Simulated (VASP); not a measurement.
# C (P6_3/mmc) in VASP: a series of runs, part 2 of 2

VASP 6.6.1. Earlier steps stand in the parts before.

## (3) Relaxation of cell and atoms, LDA

This run uses another cell than the first one, of 5.67 Å³/atom.

File INCAR:

```
SYSTEM = C
PREC = Accurate ; ENCUT = 600
EDIFF = 1E-7 ; ISMEAR = -1
SIGMA = 0.05 ; LREAL = .False.
LASPH = .True. ; NELM = 60
ALGO = Normal ; ISIF = 3
LWAVE = .False. ; LCHARG = .False.
GGA = CA ; IBRION = 2
NSW = 60 ; EDIFFG = -0.01
```

File KPOINTS:

```
Automatic mesh
0
Gamma
  12 12 4
  0 0 0
```

File POSCAR:

```
C
1.0
    2.5221000000      0.0000000000      0.0000000000
   -1.2610500000      2.1842026709      0.0000000000
    0.0000000000      0.0000000000      8.2371000000
C
8
Direct
    0.6666666667      0.3333333333      0.8437500000
    0.3333333333      0.6666666667      0.3437500000
    0.6666666667      0.3333333333      0.6562500000
    0.3333333333      0.6666666667      0.1562500000
    0.0000000000      0.0000000000      0.9062500000
    0.0000000000      0.0000000000      0.4062500000
    0.0000000000      0.0000000000      0.5937500000
    0.0000000000      0.0000000000      0.0937500000
```

Potentials or basis: VASP PAW LDA potentials, release 64 (C).

Started as:

```console
cat potpaw_LDA.64/C/POTCAR > POTCAR
mpirun -np 1 vasp_std > vasp.out
```

OUTCAR:

```text
SYSTEM = C
   PREC = Accurate
   ENCUT = 600
   EDIFF = 1E-7
   ISMEAR = -1
   LREAL = .False.
   LASPH = .True.
   NELM = 60
   ISIF = 3
   GGA = CA
   IBRION = 2
   NSW = 60
   EDIFFG = -0.01

 ion  position               nearest neighbor table
   1  0.667  0.333  0.844-   3 1.54   5 1.54   5 1.54   5 1.54
   2  0.333  0.667  0.344-   4 1.54   6 1.54   6 1.54   6 1.54
   3  0.667  0.333  0.656-   1 1.54   7 1.54   7 1.54   7 1.54
   4  0.333  0.667  0.156-   2 1.54   8 1.54   8 1.54   8 1.54
   5  0.000  0.000  0.906-   8 1.54   1 1.54   1 1.54   1 1.54
   6  0.000  0.000  0.406-   7 1.54   2 1.54   2 1.54   2 1.54
   7  0.000  0.000  0.594-   6 1.54   3 1.54   3 1.54   3 1.54
   8  0.000  0.000  0.094-   5 1.54   4 1.54   4 1.54   4 1.54

  LATTYP: Found a hexagonal cell.
 ALAT       =     2.5221000000
 C/A-ratio  =     3.2659688355

  Lattice vectors:

 A1 = (   2.5221000000,   0.0000000000,   0.0000000000)
 A2 = (  -1.2610500000,   2.1842026709,   0.0000000000)
 A3 = (   0.0000000000,   0.0000000000,   8.2371000000)

Analysis of symmetry for initial positions (statically):
=====================================================================
 Subroutine PRICEL returns:
 Original cell was already a primitive cell.

 Routine SETGRP: Setting up the symmetry group for a
 hexagonal supercell.

 Subroutine GETGRP returns: Found 24 space group operations
 (whereof 12 operations were pure point group operations)
 out of a pool of 24 trial point group operations.

The static configuration has the point symmetry D_3d.
 The point group associated with its full space group is D_6h.

Analysis of symmetry for dynamics (positions and initial velocities):
=====================================================================
 Subroutine PRICEL returns:
 Original cell was already a primitive cell.

 Routine SETGRP: Setting up the symmetry group for a
 hexagonal supercell.

 Subroutine GETGRP returns: Found 24 space group operations
 (whereof 12 operations were pure point group operations)
 out of a pool of 24 trial point group operations.

The dynamic configuration has the point symmetry D_3d.
 The point group associated with its full space group is D_6h.

 Subroutine INISYM returns: Found 24 space group operations
 (whereof 12 operations are pure point group operations),
 and found     1 'primitive' translations

----------------------------------------------------------------------------------------

                                     Primitive cell

  volume of cell :      45.3764

  direct lattice vectors                    reciprocal lattice vectors
     2.522100000  0.000000000  0.000000000     0.396494984  0.228916486  0.000000000
    -1.261050000  2.184202671  0.000000000     0.000000000  0.457832972  0.000000000
     0.000000000  0.000000000  8.237100000     0.000000000  0.000000000  0.121401950

  length of vectors
     2.522100000  2.522100000  8.237100000     0.457832972  0.457832972  0.121401950

  position of ions in fractional coordinates (direct lattice)
     0.666666667  0.333333333  0.843750000
     0.333333333  0.666666667  0.343750000
     0.666666667  0.333333333  0.656250000
     0.333333333  0.666666667  0.156250000
[... 48 lines left out ...]
  0.333333  0.000000  0.000000      6.000000
  0.416667  0.000000  0.000000      6.000000
[... 16 lines left out ...]
  0.250000  0.000000  0.250000     12.000000
  0.333333  0.000000  0.250000     12.000000
 [... further k-points ...]
   k-points           NKPTS =     57   k-points in BZ     NKDIM =     57   number of bands    NBANDS=     21
   number of dos      NEDOS =    301   number of ions     NIONS =      8
   total plane-waves  NPLWV =  28000
   dimension x,y,z NGX =    20 NGY =   20 NGZ =   70
   dimension x,y,z NGXF=    40 NGYF=   40 NGZF=  140
   ions per type =               8
   NGX,Y,Z   is equivalent  to a cutoff of  13.18, 13.18, 14.13 a.u.
   NGXF,Y,Z  is equivalent  to a cutoff of  26.37, 26.37, 28.26 a.u.
 SYSTEM =  C
   PREC   = accura    normal or accurate (medium, high low for compatibility)
   ISTART =      0    job   : 0-new  1-cont  2-samecut
   ICHARG =      2    charge: 1-file 2-atom 10-const
   ISPIN  =      1    spin polarized calculation?
   LNONCOLLINEAR =      F non collinear calculations
   LSORBIT =      F    spin-orbit coupling
   LASPH  =      T    aspherical Exc in radial PAW
   ENCUT  =  600.0 eV  44.10 Ry    6.64 a.u.   5.04  5.04 16.45*2*pi/ulx,y,z
   NELM   =     60;   NELMIN=  2; NELMDL= -5     # of ELM steps
   EDIFF  = 0.1E-06   stopping-criterion for ELM
   LREAL  =      F    real-space projection
   EDIFFG = -.1E-01   stopping-criterion for IOM
   NSW    =     60    number of steps for IOM
   IBRION =      2    ionic relax: 0-MD 1-quasi-New 2-CG
   NFREE  =      1    steps in history (QN), initial steepest desc. (CG)
   ISIF   =      3    stress and relaxation
   ISYM   =      2    0-nonsym 1-usesym 2-fastsym
   POTIM  = 0.5000    time-step for ionic-motion
   TEBEG  =    0.0;   TEEND  =   0.0 temperature during run
   PSTRESS=    0.0 pullay stress
   NELECT =      32.0000    total number of electrons
   NUPDOWN=      -1.0000    fix difference up-down
   EMIN   =  10.00;   EMAX   =-10.00  energy-range for DOS
   EFERMI =   0.00;   METHOD = LEGACY
   ISMEAR =    -1;   SIGMA  =   0.05  broadening in eV -4-tet -1-fermi 0-gaus
   EFERMI_NEDOS =   21; number of points for ismear=-14 and -15
   IALGO  =     38    algorithm
   IMIX   =      4    mixing-type and parameters
     AMIX     =   0.40;   BMIX     =  1.00
     AMIX_MAG =   1.60;   BMIX_MAG =  1.00
  volume/ion in A,a.u.               =       5.67        38.28
  Fermi-wavevector in a.u.,A,eV,Ry     =   1.457186  2.753682 28.890486  2.123391
  Thomas-Fermi vector in A             =   2.574017
   LORBIT       =      0    0 simple, 1 ext, 2 COOP (PROOUT), +10 PAW based schemes
   GGA     = CA    functional components
   LHFCALC =     F    Hartree Fock is set to
   AEXX    =    0.0000 exact exchange contribution
   IVDW    =     0    specifies the selected vdW correction
   LEPSILON=     F    determine dielectric tensor
   LRPA    =     F    only Hartree local field effects (RPA)
 conjugate gradient relaxation of ions
 non-spin polarized calculation
  energy-cutoff  :      600.00
  volume of cell :       45.38
 maximum number of plane-waves:      1534
   NGX = 11   NGY = 11   NGZ = 33

--------------------------------------- Ionic step        1  -------------------------------------------

 number of electron      31.9999998 magnetization

 Free energy of the ion-electron system (eV)
  ---------------------------------------------------
  ext. energy  EPLUGINS =         0.00000000
  ---------------------------------------------------
  free energy    TOTEN  =       -80.87655209 eV

  energy without entropy =      -80.87655209  energy(sigma->0) =      -80.87655209

------------------------ aborting loop because EDIFF is reached ----------------------------------------

  FORCE on cell =-STRESS in cart. coord.  units (eV):
  Direction    XX          YY          ZZ          XY          YZ          ZX
  --------------------------------------------------------------------------------------
  -------------------------------------------------------------------------------------
  Total       -4.5283865     -4.5283865     -0.9937586      0.0000000      0.0000000      0.0000000
  in kB     -159.8911745   -159.8911745    -35.0882644      0.0000000      0.0000000      0.0000000
  external PRESSURE =    -118.2902045 kB  Pullay stress =       0.0000000 kB
[... 281 lines left out ...]
--------------------------------------- Ionic step        8  -------------------------------------------

 number of electron      31.9999998 magnetization

 Free energy of the ion-electron system (eV)
  ---------------------------------------------------
  ext. energy  EPLUGINS =         0.00000000
  ---------------------------------------------------
  free energy    TOTEN  =       -80.94230769 eV

  energy without entropy =      -80.94230769  energy(sigma->0) =      -80.94230769

 E-fermi :  11.2441     XC(G=0): -13.6277

 val. band max:       10.2583410918   @ k =   0.0000   0.0000   0.0000
 cond. band min:      14.8391042306   @ k =   0.4167   0.0000   0.0000
 fundamental gap:      4.5807631388
 Fermi energy:        11.2440545293

 k-point     1 :       0.0000    0.0000    0.0000
  band No.  band energies     occupation
      1     -11.5736      2.00000
      2      -9.9025      2.00000
      3      -9.7970      2.00000
      4      -5.6898      2.00000
      5      -3.5579      2.00000
      6       3.3220      2.00000
[... 565 lines left out ...]
     20      17.7831      0.00000
     21      18.4305      0.00000

 [... further k-points ...]

------------------------ aborting loop because EDIFF is reached ----------------------------------------

  FORCE on cell =-STRESS in cart. coord.  units (eV):
  Direction    XX          YY          ZZ          XY          YZ          ZX
  --------------------------------------------------------------------------------------
  -------------------------------------------------------------------------------------
  Total        0.0097382      0.0097382      0.0030104      0.0000000      0.0000000      0.0000000
  in kB        0.3532364      0.3532364      0.1091984      0.0000000      0.0000000      0.0000000
  external PRESSURE =       0.2718904 kB  Pullay stress =       0.0000000 kB
[... 23 lines left out ...]
  FREE ENERGIE OF THE ION-ELECTRON SYSTEM (eV)
  ---------------------------------------------------
  free  energy   TOTEN  =       -80.9423076911 eV

  energy  without entropy=      -80.9423076911  energy(sigma->0) =      -80.94230769

 reached required accuracy - stopping structural energy minimisation
```

It took 7.3 min on 1 thread of Intel Xeon 8259CL, shared host; peak memory 0.17 GiB.

Results:

| Property | Result |
| --- | --- |
| Free energy | -80.9423 eV |
| Relaxed volume | 5.52 Å³/atom |
| Relaxed cell | a = 2.491 Å, b = 2.491 Å, c = 8.219 Å, α = 90.00°, β = 90.00°, γ = 120.00° |
| Space group after relaxing (to 0.1 Å) | P6_3/mmc (No. 194) |
| Energy gained by relaxing | 8.2 meV/atom |
| Ionic steps | 8 |
| Pressure after relaxing | 0.0 GPa |
| Band gap on the k mesh | 4.58 eV (least direct gap 5.32 eV) |

Forces in eV/Å, atoms in the order of the input:
```
C    0.000  0.000 -0.001
C    0.000  0.000 -0.001
C    0.000  0.000  0.001
C    0.000  0.000  0.001
C    0.000  0.000  0.002
C    0.000  0.000  0.002
C    0.000  0.000 -0.002
C    0.000  0.000 -0.002
```

The path:
```tsv
step	energy change (eV)	largest force (eV/Å)	pressure (GPa)	volume (Å³)
1	0.0000	0.3313	-11.83	45.38
2	0.0494	0.5843	17.45	42.67
3	-0.0656	0.0546	-0.18	44.19
4	-0.0656	0.0626	0.07	44.17
5	-0.0655	0.0786	0.24	44.15
6	-0.0657	0.0138	0.14	44.16
7	-0.0657	0.0220	-0.12	44.18
8	-0.0658	0.0022	0.03	44.17
```

Final structure:
```
C
1.0
     2.49110    0.00000    0.00000
    -1.24555    2.15735    0.00000
     0.00000    0.00000    8.21889
C
8
Cartesian
  1.2455 0.7191 6.9405
  0.0000 1.4382 2.8310
  1.2455 0.7191 5.3879
  0.0000 1.4382 1.2784
  0.0000 0.0000 7.4550
  0.0000 0.0000 3.3455
  1.2455 2.1574 4.8733
  -1.2455 2.1574 0.7639
```

Levels at points of the mesh, in eV from the valence-band top:
| k point | band 13 | band 14 | band 15 | band 16 | band 17 | band 18 | band 19 | band 20 |
| --- | --- | --- | --- | --- | --- | --- | --- | --- |
| (0.00, 0.00, 0.00) | -1.77 | -0.24 | 0.00 | 0.00 | 5.32 | 5.32 | 5.49 | 7.15 |
| (0.50, 0.00, 0.00) | -5.05 | -4.77 | -3.78 | -3.03 | 4.64 | 5.63 | 6.02 | 6.04 |
| (0.00, 0.00, 0.50) | -0.67 | -0.67 | -0.67 | -0.67 | 6.10 | 6.10 | 6.10 | 6.10 |
| (0.50, 0.00, 0.50) | -4.84 | -4.84 | -3.75 | -3.75 | 4.98 | 4.98 | 6.98 | 6.98 |

A k mesh can miss the band edges. LDA usually gives volumes a few per cent too small.
